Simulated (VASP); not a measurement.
# Nb (Fd-3m) in VASP: a series of runs, part 3 of 4

VASP 6.6.1. The steps go on from the part before.

## (4) Single point, r2SCAN

The input, POSCAR:

```
Nb
1.0
    0.0000000000      2.9303567946      2.9303567946
    2.9303567946      0.0000000000      2.9303567946
    2.9303567946      2.9303567946      0.0000000000
Nb
2
Direct
    0.1250000000      0.1250000000      0.1250000000
    0.8750000000      0.8750000000      0.8750000000
```

The input, INCAR.step1:

```
PREC = Accurate
ENCUT = 520
ISMEAR = -1
SIGMA = 0.1
LREAL = F
LASPH = T
NELM = 100
NBANDS = 20
GGA = PE
ALGO = Normal
EDIFF = 1E-4
LWAVE = T
LCHARG = F
```

The input, INCAR.step2:

```
PREC = Accurate
ENCUT = 520
EDIFF = 1E-7
ISMEAR = -1
SIGMA = 0.1
LREAL = F
LASPH = T
NELM = 100
ALGO = Normal
ISIF = 2
LWAVE = F
LCHARG = T
METAGGA = R2SCAN
LMIXTAU = T
LELF = T
LVHAR = T
NBANDS = 20
ISTART = 1
```

The input, KPOINTS:

```
regular mesh
0
Gamma
  11 11 11
```

Potentials or basis: VASP PAW PBE potentials, release 64 (Nb_sv).

On the command line:

```sh
$ cat potpaw_PBE.64/Nb_sv/POTCAR > POTCAR
$ cp INCAR.step1 INCAR
$ mpirun -np 1 vasp_std > vasp.out
$ cp INCAR.step2 INCAR
$ mpirun -np 1 vasp_std > vasp.out
```

OUTCAR:

```text
PREC = Accurate
   ENCUT = 520
   EDIFF = 1E-7
   ISMEAR = -1
   LREAL = F
   LASPH = T
   NELM = 100
   ISIF = 2
   METAGGA = R2SCAN
   ISTART = 1

 ion  position               nearest neighbor table
   1  0.125  0.125  0.125-   2 2.54   2 2.54   2 2.54   2 2.54
   2  0.875  0.875  0.875-   1 2.54   1 2.54   1 2.54   1 2.54

  LATTYP: Found a face centered cubic cell.
 ALAT       =     5.8607135892

  Lattice vectors:

 A1 = (   0.0000000000,   2.9303567946,   2.9303567946)
 A2 = (   2.9303567946,   0.0000000000,   2.9303567946)
 A3 = (   2.9303567946,   2.9303567946,   0.0000000000)

Analysis of symmetry for initial positions (statically):
=====================================================================
 Subroutine PRICEL returns:
 Original cell was already a primitive cell.

 Routine SETGRP: Setting up the symmetry group for a
 face centered cubic supercell.

 Subroutine GETGRP returns: Found 48 space group operations
 (whereof 12 operations were pure point group operations)
 out of a pool of 48 trial point group operations.

The static configuration has the point symmetry D_3d.
 The point group associated with its full space group is O_h .

Analysis of symmetry for dynamics (positions and initial velocities):
=====================================================================
 Subroutine PRICEL returns:
 Original cell was already a primitive cell.

 Routine SETGRP: Setting up the symmetry group for a
 face centered cubic supercell.

 Subroutine GETGRP returns: Found 48 space group operations
 (whereof 12 operations were pure point group operations)
 out of a pool of 48 trial point group operations.

The dynamic configuration has the point symmetry D_3d.
 The point group associated with its full space group is O_h .

 Subroutine INISYM returns: Found 48 space group operations
 (whereof 12 operations are pure point group operations),
 and found     1 'primitive' translations

[... 101 lines left out ...]
   ISYM   =      2    0-nonsym 1-usesym 2-fastsym
   POTIM  = 0.5000    time-step for ionic-motion
   TEBEG  =    0.0;   TEEND  =   0.0 temperature during run
   PSTRESS=    0.0 pullay stress
   NELECT =      26.0000    total number of electrons
   NUPDOWN=      -1.0000    fix difference up-down
   EMIN   =  10.00;   EMAX   =-10.00  energy-range for DOS
   EFERMI =   0.00;   METHOD = LEGACY
   ISMEAR =    -1;   SIGMA  =   0.10  broadening in eV -4-tet -1-fermi 0-gaus
   EFERMI_NEDOS =   21; number of points for ismear=-14 and -15
   IALGO  =     38    algorithm
   IMIX   =      4    mixing-type and parameters
     AMIX     =   0.40;   BMIX     =  1.00
     AMIX_MAG =   1.60;   BMIX_MAG =  1.00
  volume/ion in A,a.u.               =      25.16       169.81
  Fermi-wavevector in a.u.,A,eV,Ry     =   1.313617  2.482376 23.478074  1.725590
  Thomas-Fermi vector in A             =   2.443927
   LORBIT       =      0    0 simple, 1 ext, 2 COOP (PROOUT), +10 PAW based schemes
   METAGGA = R2SCAN    functional components
   LHFCALC =     F    Hartree Fock is set to
   AEXX    =    0.0000 exact exchange contribution
   IVDW    =     0    specifies the selected vdW correction
   LEPSILON=     F    determine dielectric tensor
   LRPA    =     F    only Hartree local field effects (RPA)
 non-spin polarized calculation
  energy-cutoff  :      520.00
  volume of cell :       50.33
 maximum number of plane-waves:      1375
   NGX = 15   NGY = 15   NGZ = 15

 number of electron      26.0000003 magnetization

 Free energy of the ion-electron system (eV)
  ---------------------------------------------------
  ext. energy  EPLUGINS =         0.00000000
  ---------------------------------------------------
  free energy    TOTEN  =       -44.38202468 eV

  energy without entropy =      -44.27581910  energy(sigma->0) =      -44.32892189

 E-fermi :   6.9825     XC(G=0): -11.1730

 val. band max:        6.9756624903   @ k =  -0.4545   0.1818   0.0909
 cond. band min:       6.9929581351   @ k =  -0.4545   0.1818   0.0000
 fundamental gap:      0.0172956448
 Fermi energy:         6.9825419273

 k-point     1 :       0.0000    0.0000    0.0000
  band No.  band energies     occupation
      1     -49.3122      2.00000
      2     -48.5038      2.00000
      3     -25.0590      2.00000
      4     -25.0590      2.00000
      5     -25.0590      2.00000
      6     -23.7893      2.00000
[... 541 lines left out ...]
     19      12.8668      0.00000
     20      16.3384      0.00000

 [... further k-points ...]
[... 5 lines left out ...]
  --------------------------------------------------------------------------------------
  -------------------------------------------------------------------------------------
  Total        0.0171571      0.0171571      0.0171571     -0.0000000      0.0000000      0.0000000
  in kB        0.5462153      0.5462153      0.5462153     -0.0000000      0.0000000      0.0000000
  external PRESSURE =       0.5462153 kB  Pullay stress =       0.0000000 kB

 VOLUME and BASIS-vectors are now :
 -----------------------------------------------------------------------------
  energy-cutoff  :      520.00
  volume of cell :       50.33
      direct lattice vectors                 reciprocal lattice vectors
     0.000000000  2.930356795  2.930356795    -0.170627686  0.170627686  0.170627686
     2.930356795  0.000000000  2.930356795     0.170627686 -0.170627686  0.170627686
     2.930356795  2.930356795  0.000000000     0.170627686  0.170627686 -0.170627686

 POSITION                                       TOTAL-FORCE (eV/Angst)
 -----------------------------------------------------------------------------------
      0.73259      0.73259      0.73259        -0.000000     -0.000000     -0.000000
      5.12812      5.12812      5.12812         0.000000      0.000000      0.000000
 -----------------------------------------------------------------------------------
    total drift:                                0.000000      0.000000     -0.000000

  FREE ENERGIE OF THE ION-ELECTRON SYSTEM (eV)
  ---------------------------------------------------
  free  energy   TOTEN  =       -44.3820246827 eV

  energy  without entropy=      -44.2758191006  energy(sigma->0) =      -44.32892189
```

OUTCAR.step1:

```text
PREC = Accurate
   ENCUT = 520
   ISMEAR = -1
   LREAL = F
   LASPH = T
   NELM = 100
[... 772 lines left out ...]
 -----------------------------------------------------------------------------------
      0.73259      0.73259      0.73259         0.000000     -0.000000     -0.000000
      5.12812      5.12812      5.12812        -0.000000      0.000000      0.000000
 -----------------------------------------------------------------------------------
    total drift:                                0.000000     -0.000000     -0.000000

  FREE ENERGIE OF THE ION-ELECTRON SYSTEM (eV)
  ---------------------------------------------------
  free  energy   TOTEN  =       -15.4021777265 eV

  energy  without entropy=      -15.2893102887  energy(sigma->0) =      -15.34574401
```

OSZICAR.step1:

```text
N       E                     dE             d eps       ncg     rms          rms(c)
DAV:   1     0.293715226786E+03    0.29372E+03   -0.14653E+04  2240   0.130E+03
DAV:   2     0.828503678840E+01   -0.28543E+03   -0.27736E+03  2628   0.510E+02
DAV:   3    -0.144439701698E+02   -0.22729E+02   -0.21757E+02  4304   0.102E+02
DAV:   4    -0.154304420680E+02   -0.98647E+00   -0.94362E+00  3012   0.189E+01
DAV:   5    -0.154851695962E+02   -0.54728E-01   -0.54523E-01  3912   0.440E+00    0.794E+00
DAV:   6    -0.153707708122E+02    0.11440E+00   -0.47737E-01  3508   0.629E+00    0.349E+00
DAV:   7    -0.153915876022E+02   -0.20817E-01   -0.11862E-01  3960   0.341E+00    0.121E+00
DAV:   8    -0.154022150902E+02   -0.10627E-01   -0.32330E-02  3744   0.159E+00    0.212E-01
DAV:   9    -0.154020671913E+02    0.14790E-03   -0.25449E-03  3512   0.344E-01    0.168E-01
DAV:  10    -0.154021786442E+02   -0.11145E-03   -0.35826E-04  2224   0.220E-01    0.159E-02
DAV:  11    -0.154021777265E+02    0.91766E-06   -0.23447E-05  1544   0.610E-02
   1 F= -.15402178E+02 E0= -.15345744E+02  d E =-.112867E+00
```

It took 2.5 min on 1 thread of AMD EPYC 9R45 (Zen 5), shared host; peak memory 0.17 GiB.

Results:

* Free energy: -44.3820 eV
* Pressure: 0.1 GPa
* Band gap on the k mesh: zero (band 13 reaches 7.43 eV, above the bottom of band 14 at 6.20 eV)

Levels at points of the mesh, in eV from the Fermi level:
| k point | band 9 | band 10 | band 11 | band 12 | band 13 | band 14 | band 15 | band 16 | band 17 | band 18 |
| --- | --- | --- | --- | --- | --- | --- | --- | --- | --- | --- |
| (0.00, 0.00, 0.00) | -4.64 | -1.54 | -1.54 | -0.61 | -0.61 | -0.61 | 2.06 | 2.06 | 2.06 | 5.68 |

Caveat: the PAW data sets were made with another functional, which shifts forces and pressure a little.

(Part 3 of 4 ends here.)
